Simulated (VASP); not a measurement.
# RbBr (F-43m) in VASP: a series of runs

RbBr is run at these levels: HF, r2SCAN; tasks: single point, relaxation of cell and atoms.

Everything below comes from runs of VASP 6.6.1. Logs are shortened: lines on timing, memory, paths and dates and some standing lists are left out, and cuts for length are marked.

### 1 The cell of the first run

It takes space group F-43m (No. 216, cubic). Conventional cell: a = 7.739 Å, b = 7.739 Å, c = 7.739 Å, α = 90.00°, β = 90.00°, γ = 90.00°. Rb (site symmetry -43m) has 4 Br at 3.35 Å within 4.4 Å. Within 4.4 Å of Br (site symmetry -43m) lie 4 Rb at 3.35 Å.

### 2 Single point, HF

Contents of POSCAR:

```
RbBr
1.0
    0.0000000000      3.8694971258      3.8694971258
    3.8694971258      0.0000000000      3.8694971258
    3.8694971258      3.8694971258      0.0000000000
Rb Br
1 1
Direct
    0.0000000000      0.0000000000      0.0000000000
    0.2500000000      0.2500000000      0.2500000000
```

Contents of INCAR.step1:

```
SYSTEM = RbBr
  PREC = Accurate
  ENCUT = 520
  EDIFF = 1E-5
  ISMEAR = 0
  SIGMA = 0.01
  LREAL = .FALSE.
  LASPH = .TRUE.
  NELM = 100
  ALGO = Normal
  ISIF = 2
  LWAVE = .TRUE.
  LCHARG = .FALSE.
  NBANDS = 15
  GGA = PE
```

Contents of INCAR.step2:

```
SYSTEM = RbBr
  PREC = Accurate
  ENCUT = 520
  EDIFF = 1E-6
  ISMEAR = 0
  SIGMA = 0.01
  LREAL = .FALSE.
  LASPH = .TRUE.
  NELM = 100
  ALGO = Normal
  ISIF = 2
  LWAVE = .FALSE.
  LCHARG = .FALSE.
  GGA = PE
  LHFCALC = .TRUE.
  AEXX = 1.0
  ALDAC = 0.0
  AGGAC = 0.0
  PRECFOCK = Normal
  NBANDS = 15
  ISTART = 1
```

Contents of KPOINTS:

```
Automatic mesh
0
G
  4 4 4
  0 0 0
```

Potentials or basis: VASP PAW PBE potentials, release 64 (Rb_sv, Br).

Run with:

```
$ cat potpaw_PBE.64/Rb_sv/POTCAR potpaw_PBE.64/Br/POTCAR > POTCAR
$ cp INCAR.step1 INCAR
$ mpirun -np 1 vasp_std > vasp.out
$ cp INCAR.step2 INCAR
$ mpirun -np 1 vasp_std > vasp.out
```

OUTCAR:

```text
SYSTEM = RbBr
   PREC = Accurate
   ENCUT = 520
   EDIFF = 1E-6
   ISMEAR = 0
   LREAL = .FALSE.
   LASPH = .TRUE.
   NELM = 100
   ISIF = 2
   GGA = PE
   LHFCALC = .TRUE.
   AEXX = 1.0
   PRECFOCK = Normal
   ISTART = 1

 ion  position               nearest neighbor table
   1  0.000  0.000  0.000-   2 3.35   2 3.35   2 3.35   2 3.35
   2  0.250  0.250  0.250-   1 3.35   1 3.35   1 3.35   1 3.35

  LATTYP: Found a face centered cubic cell.
 ALAT       =     7.7389942516

  Lattice vectors:

 A1 = (   0.0000000000,   3.8694971258,   3.8694971258)
 A2 = (   3.8694971258,   0.0000000000,   3.8694971258)
 A3 = (   3.8694971258,   3.8694971258,   0.0000000000)

Analysis of symmetry for initial positions (statically):
=====================================================================
 Subroutine PRICEL returns:
 Original cell was already a primitive cell.

 Routine SETGRP: Setting up the symmetry group for a
 face centered cubic supercell.

 Subroutine GETGRP returns: Found 24 space group operations
 (whereof 24 operations were pure point group operations)
 out of a pool of 48 trial point group operations.

The static configuration has the point symmetry T_d .

Analysis of symmetry for dynamics (positions and initial velocities):
=====================================================================
 Subroutine PRICEL returns:
 Original cell was already a primitive cell.

 Routine SETGRP: Setting up the symmetry group for a
 face centered cubic supercell.

 Subroutine GETGRP returns: Found 24 space group operations
 (whereof 24 operations were pure point group operations)
 out of a pool of 48 trial point group operations.

The dynamic configuration has the point symmetry T_d .

 Subroutine INISYM returns: Found 24 space group operations
 (whereof 24 operations are pure point group operations),
 and found     1 'primitive' translations

----------------------------------------------------------------------------------------

                                     Primitive cell

  volume of cell :     115.8760

  direct lattice vectors                    reciprocal lattice vectors
     0.000000000  3.869497126  3.869497126    -0.129215757  0.129215757  0.129215757
     3.869497126  0.000000000  3.869497126     0.129215757 -0.129215757  0.129215757
     3.869497126  3.869497126  0.000000000     0.129215757  0.129215757 -0.129215757

  length of vectors
     5.472295315  5.472295315  5.472295315     0.223808256  0.223808256  0.223808256

  position of ions in fractional coordinates (direct lattice)
     0.000000000  0.000000000  0.000000000
     0.250000000  0.250000000  0.250000000

  ion indices of the primitive-cell ions
   primitive index   ion index
                 1           1
                 2           2

----------------------------------------------------------------------------------------

 KPOINTS: Automatic mesh

Automatic generation of k-mesh.
 Grid dimensions read from file:
 generate k-points for:    4    4    4

 Generating k-lattice:

  Cartesian coordinates                     Fractional coordinates (reciprocal lattice)
    -0.032303939  0.032303939  0.032303939     0.250000000  0.000000000  0.000000000
     0.032303939 -0.032303939  0.032303939     0.000000000  0.250000000  0.000000000
     0.032303939  0.032303939 -0.032303939     0.000000000  0.000000000  0.250000000

  Length of vectors
     0.055952064  0.055952064  0.055952064

  Shift w.r.t. Gamma in fractional coordinates (k-lattice)
     0.000000000  0.000000000  0.000000000

 Subroutine IBZKPT returns following result:
 ===========================================

 Found      8 irreducible k-points:

 Following reciprocal coordinates:
            Coordinates               Weight
  0.000000  0.000000  0.000000      1.000000
  0.250000  0.000000  0.000000      8.000000
  0.500000  0.000000  0.000000      4.000000
  0.250000  0.250000  0.000000      6.000000
  0.500000  0.250000  0.000000     24.000000
 -0.250000  0.250000  0.000000     12.000000
  0.500000  0.500000  0.000000      3.000000
 -0.250000  0.500000  0.250000      6.000000
   k-points           NKPTS =      8   k-points in BZ     NKDIM =     64   number of bands    NBANDS=     15
   number of dos      NEDOS =    301   number of ions     NIONS =      2
   total plane-waves  NPLWV =  74088
   dimension x,y,z NGX =    42 NGY =   42 NGZ =   42
   dimension x,y,z NGXF=    84 NGYF=   84 NGZF=   84
   ions per type =               1   1
   NGX,Y,Z   is equivalent  to a cutoff of  12.76, 12.76, 12.76 a.u.
   NGXF,Y,Z  is equivalent  to a cutoff of  25.52, 25.52, 25.52 a.u.
 SYSTEM =  RbBr
   PREC   = accura    normal or accurate (medium, high low for compatibility)
   ISTART =      1    job   : 0-new  1-cont  2-samecut
   ICHARG =      0    charge: 1-file 2-atom 10-const
   ISPIN  =      1    spin polarized calculation?
   LNONCOLLINEAR =      F non collinear calculations
   LSORBIT =      F    spin-orbit coupling
   LASPH  =      T    aspherical Exc in radial PAW
   ENCUT  =  520.0 eV  38.22 Ry    6.18 a.u.  10.17 10.17 10.17*2*pi/ulx,y,z
   NELM   =    100;   NELMIN=  2; NELMDL=  0     # of ELM steps
   EDIFF  = 0.1E-05   stopping-criterion for ELM
   LREAL  =      F    real-space projection
   EDIFFG = 0.1E-04   stopping-criterion for IOM
   NSW    =      0    number of steps for IOM
   IBRION =     -1    ionic relax: 0-MD 1-quasi-New 2-CG
   NFREE  =      0    steps in history (QN), initial steepest desc. (CG)
   ISIF   =      2    stress and relaxation
   ISYM   =      3    0-nonsym 1-usesym 2-fastsym
   POTIM  = 0.5000    time-step for ionic-motion
   TEBEG  =    0.0;   TEEND  =   0.0 temperature during run
   PSTRESS=    0.0 pullay stress
   NELECT =      16.0000    total number of electrons
   NUPDOWN=      -1.0000    fix difference up-down
   EMIN   =  10.00;   EMAX   =-10.00  energy-range for DOS
   EFERMI =   0.00;   METHOD = LEGACY
   ISMEAR =     0;   SIGMA  =   0.01  broadening in eV -4-tet -1-fermi 0-gaus
   EFERMI_NEDOS =   21; number of points for ismear=-14 and -15
   IALGO  =     38    algorithm
   IMIX   =      1    mixing-type and parameters
     AMIX     =   0.40;   BMIX     =  1.00
     AMIX_MAG =   1.60;   BMIX_MAG =  1.00
  volume/ion in A,a.u.               =      57.94       390.98
  Fermi-wavevector in a.u.,A,eV,Ry     =   0.846156  1.599002  9.741493  0.715980
  Thomas-Fermi vector in A             =   1.961458
   LORBIT       =      0    0 simple, 1 ext, 2 COOP (PROOUT), +10 PAW based schemes
   GGA     = PE    functional components
   LHFCALC =     T    Hartree Fock is set to
   PRECFOCK=normal    Normal, Fast or Accurate (Low or Medium for compatibility)
   ENCUT4O =  -1.0   cutoff for four orbital integrals eV
   NKREDX  =     1    reduce k-point grid by
   NKREDY  =     1    reduce k-point grid by
   NKREDZ  =     1    reduce k-point grid by
   AEXX    =    1.0000 exact exchange contribution
   HFSCREEN=    0.0000 screening length (either q_TF or 0.3 A-1)
   HFSCREENC=   0.0000 screening length for correlation (either q_TF or 0.3 A-1)
   ENCUTFOCK=  -1.0 apply spherical cutoff to Coloumb kernel
   IVDW    =     0    specifies the selected vdW correction
   LEPSILON=     F    determine dielectric tensor
   LRPA    =     F    only Hartree local field effects (RPA)
 non-spin polarized calculation
 Gauss-broadening in eV      SIGMA  =   0.01
  energy-cutoff  :      520.00
  volume of cell :      115.88
 maximum number of plane-waves:      3142
 NGX is ok and might be reduce to    42
  NGX = 32; NGY = 32; NGZ = 32

 number of electron      15.9999998 magnetization

 Free energy of the ion-electron system (eV)
  ---------------------------------------------------
  ext. energy  EPLUGINS =         0.00000000
  ---------------------------------------------------
  free energy    TOTEN  =       -11.00317409 eV

  energy without entropy =      -11.00317409  energy(sigma->0) =      -11.00317409

 E-fermi :  -7.0290     XC(G=0):   0.0000

 val. band max:       -7.0974467441   @ k =   0.5000   0.5000   0.0000
 cond. band min:       3.8832066445   @ k =   0.0000   0.0000   0.0000
 fundamental gap:     10.9806533886
 Fermi energy:        -7.0289618764

 k-point     1 :       0.0000    0.0000    0.0000
  band No.  band energies     occupation
      1     -38.1505      2.00000
      2     -22.9779      2.00000
      3     -17.6159      2.00000
      4     -17.6159      2.00000
      5     -17.6159      2.00000
      6      -7.1889      2.00000
      7      -7.1889      2.00000
      8      -7.1889      2.00000
      9       3.8832      0.00000
     10       9.2068      0.00000
     11       9.2068      0.00000
     12       9.7171      0.00000
     13       9.7171      0.00000
     14       9.7171      0.00000
     15      11.0158      0.00000

 k-point     2 :       0.2500    0.0000    0.0000
  band No.  band energies     occupation
      1     -38.1488      2.00000
      2     -23.0011      2.00000
      3     -17.6260      2.00000
      4     -17.6260      2.00000
      5     -17.5865      2.00000
      6      -7.3230      2.00000
      7      -7.1637      2.00000
      8      -7.1637      2.00000
      9       4.7303      0.00000
     10       8.2648      0.00000
     11       8.4552      0.00000
     12       8.4552      0.00000
     13       9.9525      0.00000
     14      10.8177      0.00000
     15      10.8177      0.00000
[... 77 lines left out ...]
      3     -17.6639      2.00000
      4     -17.6639      2.00000
      5     -17.4966      2.00000
      6      -7.5428      2.00000
      7      -7.0974      2.00000
      8      -7.0974      2.00000
      9       5.6250      0.00000
     10       6.7828      0.00000
     11       9.3996      0.00000
     12       9.8084      0.00000
     13       9.8084      0.00000
     14      10.2256      0.00000
     15      11.0855      0.00000

 k-point     8 :      -0.2500    0.5000    0.2500
  band No.  band energies     occupation
      1     -38.1458      2.00000
      2     -23.0385      2.00000
      3     -17.6757      2.00000
      4     -17.6647      2.00000
      5     -17.4854      2.00000
      6      -7.3829      2.00000
      7      -7.2612      2.00000
      8      -7.0986      2.00000
      9       5.8199      0.00000
     10       6.7792      0.00000
     11       8.8234      0.00000
     12       9.1448      0.00000
     13       9.8703      0.00000
     14      10.4816      0.00000
     15      11.5248      0.00000

------------------------ aborting loop because EDIFF is reached ----------------------------------------

  FORCE on cell =-STRESS in cart. coord.  units (eV):
  Direction    XX          YY          ZZ          XY          YZ          ZX
  --------------------------------------------------------------------------------------
  -------------------------------------------------------------------------------------
  Total        0.6779220      0.6779220      0.6779220      0.0000000     -0.0000000     -0.0000000
  in kB        9.3733915      9.3733915      9.3733915      0.0000000     -0.0000000     -0.0000000
  external PRESSURE =       9.3733915 kB  Pullay stress =       0.0000000 kB

 VOLUME and BASIS-vectors are now :
 -----------------------------------------------------------------------------
  energy-cutoff  :      520.00
  volume of cell :      115.88
      direct lattice vectors                 reciprocal lattice vectors
     0.000000000  3.869497126  3.869497126    -0.129215757  0.129215757  0.129215757
     3.869497126  0.000000000  3.869497126     0.129215757 -0.129215757  0.129215757
     3.869497126  3.869497126  0.000000000     0.129215757  0.129215757 -0.129215757

 POSITION                                       TOTAL-FORCE (eV/Angst)
 -----------------------------------------------------------------------------------
      0.00000      0.00000      0.00000        -0.000000     -0.000000     -0.000000
      1.93475      1.93475      1.93475         0.000000      0.000000      0.000000
 -----------------------------------------------------------------------------------
    total drift:                                0.000010     -0.000009      0.000002

  FREE ENERGIE OF THE ION-ELECTRON SYSTEM (eV)
  ---------------------------------------------------
  free  energy   TOTEN  =       -11.0031740876 eV

  energy  without entropy=      -11.0031740876  energy(sigma->0) =      -11.00317409
```

Run time: 9.5 min. Hardware: 1 thread of Intel Xeon Platinum 8375C at 2.90GHz (Ice Lake), shared host; peak memory 0.27 GiB.

Results:

* Free energy: -11.0032 eV
* Pressure: 0.9 GPa
* Band gap on the k mesh: 10.98 eV, indirect (least direct gap 11.07 eV)

Caveat: the PAW data sets were made with another functional, which shifts forces and pressure a little. A k mesh can miss the band edges.

[end of part 1 of 2]
